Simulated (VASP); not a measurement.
Input of a VASP 6.6.1 run:

INCAR

```
  PREC = Accurate
  ENCUT = 520
  EDIFF = 1E-6
  ISMEAR = 0
  SIGMA = 0.05
  LREAL = F
  LASPH = T
  NELM = 150
  ALGO = Normal
  ISIF = 2
  LWAVE = F
  LCHARG = F
  LMAXMIX = 4
  LDAU = T
  LDAUTYPE = 2
  LDAUL = 2 -1
  LDAUU = 4 0
  LDAUJ = 0 0
  LDAUPRINT = 1
  GGA = PE
  NBANDS = 33
```

Contents of KPOINTS:

```
Automatic mesh
0
Gamma
  6 6 10
```

File POSCAR:

```
TiO2
1.0
    4.2691518190      0.0000000000      0.0000000000
    0.0000000000      4.2691518190      0.0000000000
    0.0000000000      0.0000000000      2.7658729780
Ti O
2 4
Direct
    0.0000000000      0.0000000000      0.0000000000
    0.5000000000      0.5000000000      0.5000000000
    0.3056475955      0.3056475955      0.0000000000
    0.1943524045      0.8056475955      0.5000000000
    0.6943524045      0.6943524045      0.0000000000
    0.8056475955      0.1943524045      0.5000000000
```

Potentials or basis: VASP PAW PBE potentials, release 64 (Ti_sv, O).

Run with:

```bash
$ cat potpaw_PBE.64/Ti_sv/POTCAR potpaw_PBE.64/O/POTCAR > POTCAR
$ mpirun -np 1 vasp_std > vasp.out
```

(1) Estimate the largest force.

(2) Estimate the pressure.

(3) Estimate the band gap on the k mesh.

## Answers

(1) 1.778 eV/Å.

(2) 102.3 GPa.

(3) 2.97 eV, direct.

Caveat: the cell differs from its parent crystal (strain -0.080 along x and y, -0.080 along z); forces of over 1 eV/Å act on the atoms, so gaps and moduli don't describe the material at rest.
